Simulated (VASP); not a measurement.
# FeO (P4_2/mmc) in VASP: further runs

Runs on FeO. Level: PBE. Tasks: single point.

Everything below comes from runs of VASP 6.6.1. Logs are shortened: lines on timing, memory, paths and dates and some standing lists are left out, and cuts for length are marked.

### Step 1. The cell of the first run

It takes space group P4_2/mmc (No. 131, tetragonal). The conventional cell has a = 3.106 Å, b = 3.106 Å, c = 5.571 Å, α = 90.00°, β = 90.00°, γ = 90.00°. Within 2.8 Å of Fe (site symmetry mmm) lie 4 O at 2.09 Å. O (site symmetry -4m2) has 4 Fe at 2.09 Å and 2 O at 2.79 Å within 2.8 Å.

### Step 2. Single point, PBE, collinear spin, ferromagnetic start

Input file INCAR:

```
SYSTEM = FeO
PREC     = Accurate       ! precision mode
ENCUT    = 520            ! plane-wave cutoff, eV
EDIFF    = 1E-6           ! SCF threshold, eV
ISMEAR   = -1             ! smearing method
SIGMA    = 0.05           ! smearing width, eV
LREAL    = .False.        ! projectors in reciprocal space
LASPH    = .True.         ! aspherical terms in the spheres
NELM     = 150            ! most SCF steps
ALGO     = Normal         ! electronic algorithm
ISIF     = 2              ! what is computed and relaxed
LWAVE    = .False.        ! write WAVECAR
LCHARG   = .False.        ! write CHGCAR
ISPIN    = 2              ! spin polarisation
MAGMOM   = 3 3 0 0        ! initial moments
LORBIT   = 11             ! projections on sites
LMAXMIX  = 4              ! l up to which the mixer works
GGA      = PE             ! functional
NBANDS   = 26             ! bands
```

Input file KPOINTS:

```
Automatic mesh
0
Gamma
  9 9 5
  0 0 0
```

Input file POSCAR:

```
FeO
1.0
    3.1056305412      0.0000000000      0.0000000000
    0.0000000000      3.1056305412      0.0000000000
    0.0000000000      0.0000000000      5.5713801170
Fe O
2 2
Direct
    0.5000000000      0.0000000000      0.5000000000
    0.0000000000      0.5000000000      0.0000000000
    0.5000000000      0.5000000000      0.2500000000
    0.5000000000      0.5000000000      0.7500000000
```

Potentials or basis: VASP PAW PBE potentials, release 64 (Fe, O).

Started as:

```sh
> cat potpaw_PBE.64/Fe/POTCAR potpaw_PBE.64/O/POTCAR > POTCAR
> mpirun -np 1 vasp_std > vasp.out
```

OUTCAR:

```text
SYSTEM = FeO
   PREC = Accurate
   ENCUT = 520
   EDIFF = 1E-6
   ISMEAR = -1
   LREAL = .False.
   LASPH = .True.
   NELM = 150
   ISIF = 2
   ISPIN = 2
   LORBIT = 11
   GGA = PE

 ion  position               nearest neighbor table
   1  0.500  0.000  0.500-   3 2.09   4 2.09   3 2.09   4 2.09
   2  0.000  0.500  0.000-   3 2.09   4 2.09   3 2.09   4 2.09
   3  0.500  0.500  0.250-   1 2.09   2 2.09   1 2.09   2 2.09
   4  0.500  0.500  0.750-   1 2.09   2 2.09   1 2.09   2 2.09

  LATTYP: Found a simple tetragonal cell.
 ALAT       =     3.1056305412
 C/A-ratio  =     1.7939610147

  Lattice vectors:

 A1 = (   3.1056305412,   0.0000000000,   0.0000000000)
 A2 = (   0.0000000000,   3.1056305412,   0.0000000000)
 A3 = (   0.0000000000,   0.0000000000,   5.5713801170)

Analysis of symmetry for initial positions (statically):
=====================================================================
 Subroutine PRICEL returns:
 Original cell was already a primitive cell.

 Routine SETGRP: Setting up the symmetry group for a
 simple tetragonal supercell.

 Subroutine GETGRP returns: Found 16 space group operations
 (whereof  8 operations were pure point group operations)
 out of a pool of 16 trial point group operations.

The static configuration has the point symmetry D_2h.
 The point group associated with its full space group is D_4h.

Analysis of symmetry for dynamics (positions and initial velocities):
=====================================================================
 Subroutine PRICEL returns:
 Original cell was already a primitive cell.

 Routine SETGRP: Setting up the symmetry group for a
 simple tetragonal supercell.

 Subroutine GETGRP returns: Found 16 space group operations
 (whereof  8 operations were pure point group operations)
 out of a pool of 16 trial point group operations.

The dynamic configuration has the point symmetry D_2h.
 The point group associated with its full space group is D_4h.

Analysis of structural, dynamic, and magnetic symmetry:
=====================================================================
 Subroutine PRICEL returns:
 Original cell was already a primitive cell.

 Routine SETGRP: Setting up the symmetry group for a
 simple tetragonal supercell.

 Subroutine GETGRP returns: Found 16 space group operations
 (whereof  8 operations were pure point group operations)
 out of a pool of 16 trial point group operations.

The overall configuration has the point symmetry D_2h.
 The point group associated with its full space group is D_4h.

 Subroutine INISYM returns: Found 16 space group operations
 (whereof  8 operations are pure point group operations),
 and found     1 'primitive' translations

----------------------------------------------------------------------------------------

                                     Primitive cell

  volume of cell :      53.7356

  direct lattice vectors                    reciprocal lattice vectors
     3.105630541  0.000000000  0.000000000     0.321995803  0.000000000  0.000000000
     0.000000000  3.105630541  0.000000000     0.000000000  0.321995803  0.000000000
     0.000000000  0.000000000  5.571380117     0.000000000  0.000000000  0.179488740

  length of vectors
     3.105630541  3.105630541  5.571380117     0.321995803  0.321995803  0.179488740

  position of ions in fractional coordinates (direct lattice)
     0.500000000  0.000000000  0.500000000
     0.000000000  0.500000000  0.000000000
     0.500000000  0.500000000  0.250000000
     0.500000000  0.500000000  0.750000000

  ion indices of the primitive-cell ions
   primitive index   ion index
                 1           1
                 2           2
                 3           3
                 4           4

----------------------------------------------------------------------------------------

 KPOINTS: Automatic mesh

Automatic generation of k-mesh.
 Grid dimensions read from file:
 generate k-points for:    9    9    5

 Generating k-lattice:

  Cartesian coordinates                     Fractional coordinates (reciprocal lattice)
     0.035777311  0.000000000  0.000000000     0.111111111  0.000000000  0.000000000
     0.000000000  0.035777311  0.000000000     0.000000000  0.111111111  0.000000000
     0.000000000  0.000000000  0.035897748     0.000000000  0.000000000  0.200000000

  Length of vectors
     0.035777311  0.035777311  0.035897748

  Shift w.r.t. Gamma in fractional coordinates (k-lattice)
     0.000000000  0.000000000  0.000000000

 Subroutine IBZKPT returns following result:
 ===========================================

 Found     45 irreducible k-points:

 Following reciprocal coordinates:
            Coordinates               Weight
  0.000000  0.000000  0.000000      1.000000
  0.111111  0.000000  0.000000      4.000000
  0.222222  0.000000  0.000000      4.000000
  0.333333  0.000000  0.000000      4.000000
  0.444444  0.000000  0.000000      4.000000
  0.111111  0.111111  0.000000      4.000000
[... 16 lines left out ...]
  0.333333  0.111111  0.200000     16.000000
  0.444444  0.111111  0.200000     16.000000
 [... further k-points ...]
   k-points           NKPTS =     45   k-points in BZ     NKDIM =     45   number of bands    NBANDS=     26
   number of dos      NEDOS =    301   number of ions     NIONS =      4
   total plane-waves  NPLWV =  24192
   dimension x,y,z NGX =    24 NGY =   24 NGZ =   42
   dimension x,y,z NGXF=    48 NGYF=   48 NGZF=   84
   ions per type =               2   2
   NGX,Y,Z   is equivalent  to a cutoff of  12.85, 12.85, 12.53 a.u.
   NGXF,Y,Z  is equivalent  to a cutoff of  25.69, 25.69, 25.06 a.u.
 SYSTEM =  FeO
   PREC   = accura    normal or accurate (medium, high low for compatibility)
   ISTART =      0    job   : 0-new  1-cont  2-samecut
   ICHARG =      2    charge: 1-file 2-atom 10-const
   ISPIN  =      2    spin polarized calculation?
   LNONCOLLINEAR =      F non collinear calculations
   LSORBIT =      F    spin-orbit coupling
   LASPH  =      T    aspherical Exc in radial PAW
   ENCUT  =  520.0 eV  38.22 Ry    6.18 a.u.   5.77  5.77 10.36*2*pi/ulx,y,z
   NELM   =    150;   NELMIN=  2; NELMDL= -5     # of ELM steps
   EDIFF  = 0.1E-05   stopping-criterion for ELM
   LREAL  =      F    real-space projection
   EDIFFG = 0.1E-04   stopping-criterion for IOM
   NSW    =      0    number of steps for IOM
   IBRION =     -1    ionic relax: 0-MD 1-quasi-New 2-CG
   NFREE  =      0    steps in history (QN), initial steepest desc. (CG)
   ISIF   =      2    stress and relaxation
   ISYM   =      2    0-nonsym 1-usesym 2-fastsym
   POTIM  = 0.5000    time-step for ionic-motion
   TEBEG  =    0.0;   TEEND  =   0.0 temperature during run
   PSTRESS=    0.0 pullay stress
   NELECT =      28.0000    total number of electrons
   NUPDOWN=      -1.0000    fix difference up-down
   EMIN   =  10.00;   EMAX   =-10.00  energy-range for DOS
   EFERMI =   0.00;   METHOD = LEGACY
   ISMEAR =    -1;   SIGMA  =   0.05  broadening in eV -4-tet -1-fermi 0-gaus
   EFERMI_NEDOS =   21; number of points for ismear=-14 and -15
   IALGO  =     38    algorithm
   IMIX   =      4    mixing-type and parameters
     AMIX     =   0.40;   BMIX     =  1.00
     AMIX_MAG =   1.60;   BMIX_MAG =  1.00
  volume/ion in A,a.u.               =      13.43        90.66
  Fermi-wavevector in a.u.,A,eV,Ry     =   1.317367  2.489462 23.612303  1.735455
  Thomas-Fermi vector in A             =   2.447413
   LORBIT       =     11    0 simple, 1 ext, 2 COOP (PROOUT), +10 PAW based schemes
   GGA     = PE    functional components
   LHFCALC =     F    Hartree Fock is set to
   AEXX    =    0.0000 exact exchange contribution
   IVDW    =     0    specifies the selected vdW correction
   LEPSILON=     F    determine dielectric tensor
   LRPA    =     F    only Hartree local field effects (RPA)
 spin polarized calculation
  energy-cutoff  :      520.00
  volume of cell :       53.74
 maximum number of plane-waves:      1461
 NGX is ok and might be reduce to    24
   NGX = 11   NGY = 11   NGZ = 21

 number of electron      27.9999995 magnetization       7.8930746

 Free energy of the ion-electron system (eV)
  ---------------------------------------------------
  ext. energy  EPLUGINS =         0.00000000
  ---------------------------------------------------
  free energy    TOTEN  =       -29.46073627 eV

  energy without entropy =      -29.43519364  energy(sigma->0) =      -29.44796496

 E-fermi :   3.2048     XC(G=0): -10.4515

 val. band max:        3.2034656571   @ k =   0.3333   0.0000   0.0000
 cond. band min:       3.2049297598   @ k =   0.3333   0.2222   0.0000
 fundamental gap:      0.0014641027
 Fermi energy:         3.2048396185

 spin component 1

 k-point     1 :       0.0000    0.0000    0.0000
  band No.  band energies     occupation
      1     -16.0484      1.00000
      2     -15.1718      1.00000
      3      -4.4430      1.00000
      4      -2.4652      1.00000
      5      -2.4652      1.00000
      6      -1.1221      1.00000
[... 18 lines left out ...]
     25      16.3946      0.00000
     26      16.8607      0.00000
[... 644 lines left out ...]
      4      -3.2504      1.00000
      5      -2.4601      1.00000
      6      -2.2818      1.00000
[... 18 lines left out ...]
     25      15.4226      0.00000
     26      17.8082      0.00000

 [... further k-points ...]

 spin component 2

 k-point     1 :       0.0000    0.0000    0.0000
  band No.  band energies     occupation
      1     -15.5603      1.00000
      2     -14.6897      1.00000
      3      -3.5951      1.00000
      4      -0.8262      1.00000
      5      -0.8262      1.00000
      6       0.2793      1.00000
[... 18 lines left out ...]
     25      17.2232      0.00000
     26      17.7263      0.00000
[... 644 lines left out ...]
      4      -2.4109      1.00000
      5      -1.4781      1.00000
      6      -0.8735      1.00000
[... 18 lines left out ...]
     25      16.3403      0.00000
     26      18.5264      0.00000

 [... further k-points ...]
[... 5 lines left out ...]
  --------------------------------------------------------------------------------------
  -------------------------------------------------------------------------------------
  Total       -3.6902023     -3.6902023     -5.6729991      0.0000000      0.0000000      0.0000000
  in kB     -110.0267754   -110.0267754   -169.1456871      0.0000000      0.0000000      0.0000000
  external PRESSURE =    -129.7330793 kB  Pullay stress =       0.0000000 kB

 VOLUME and BASIS-vectors are now :
 -----------------------------------------------------------------------------
  energy-cutoff  :      520.00
  volume of cell :       53.74
      direct lattice vectors                 reciprocal lattice vectors
     3.105630541  0.000000000  0.000000000     0.321995803  0.000000000  0.000000000
     0.000000000  3.105630541  0.000000000     0.000000000  0.321995803  0.000000000
     0.000000000  0.000000000  5.571380117     0.000000000  0.000000000  0.179488740

 POSITION                                       TOTAL-FORCE (eV/Angst)
 -----------------------------------------------------------------------------------
      1.55282      0.00000      2.78569        -0.000000     -0.000000     -0.000000
      0.00000      1.55282      0.00000        -0.000000     -0.000000     -0.000000
      1.55282      1.55282      1.39285         0.000000      0.000000      0.000000
      1.55282      1.55282      4.17854        -0.000000     -0.000000     -0.000000
 -----------------------------------------------------------------------------------
    total drift:                                0.000000     -0.000000     -0.000000

  FREE ENERGIE OF THE ION-ELECTRON SYSTEM (eV)
  ---------------------------------------------------
  free  energy   TOTEN  =       -29.4607362718 eV

  energy  without entropy=      -29.4351936403  energy(sigma->0) =      -29.44796496

 total charge

# of ion       s       p       d       tot
------------------------------------------
    1        0.328   0.330   5.949   6.607
    2        0.328   0.330   5.949   6.607
    3        1.561   3.398   0.000   4.959
    4        1.561   3.398   0.000   4.959
--------------------------------------------------
tot          3.778   7.456  11.898  23.131

 magnetization (x)

# of ion       s       p       d       tot
------------------------------------------
    1        0.026   0.018   3.553   3.598
    2        0.026   0.018   3.553   3.598
    3        0.019   0.238   0.000   0.257
    4        0.019   0.238   0.000   0.257
--------------------------------------------------
tot          0.090   0.512   7.107   7.709
```

Wall time 88 s (1 thread of Intel Xeon 6975P-C, shared host); peak memory 0.24 GiB.

What came out:

* Free energy: -29.4607 eV
* Pressure: -13.0 GPa
* Net moment: 7.89 μB per cell
* Site moments: Fe +3.60; O +0.26 μB
* Valence electrons inside the program's atomic spheres: Fe 6.61; O 4.96

Levels at points of the mesh, in eV from the Fermi level:
Spin up:
| k point | band 14 | band 15 | band 16 | band 17 | band 18 | band 19 | band 20 | band 21 | band 22 | band 23 |
| --- | --- | --- | --- | --- | --- | --- | --- | --- | --- | --- |
| (0.00, 0.00, 0.00) | -3.34 | -2.89 | -2.75 | -0.14 | -0.14 | 0.27 | 4.63 | 5.85 | 12.03 | 12.80 |
Spin down:
```
           k point  band 6  band 7  band 8  band 9  band 10  band 11  band 12  band 13  band 14  band 15
(0.00, 0.00, 0.00)   -2.93   -2.93   -2.49   -2.44    -1.62    -0.44     0.53     0.53     0.65     0.66
```

Caveat: semilocal functionals often make such compounds metallic where correlation or magnetic order opens a gap, which also shifts bond lengths; only a ferromagnetic start was run, and an antiferromagnetic order may lie lower in energy. With open d or f shells a metallic result of PBE can be an artefact of self-interaction; +U or a hybrid may open a gap.

[end of part 1 of 2]
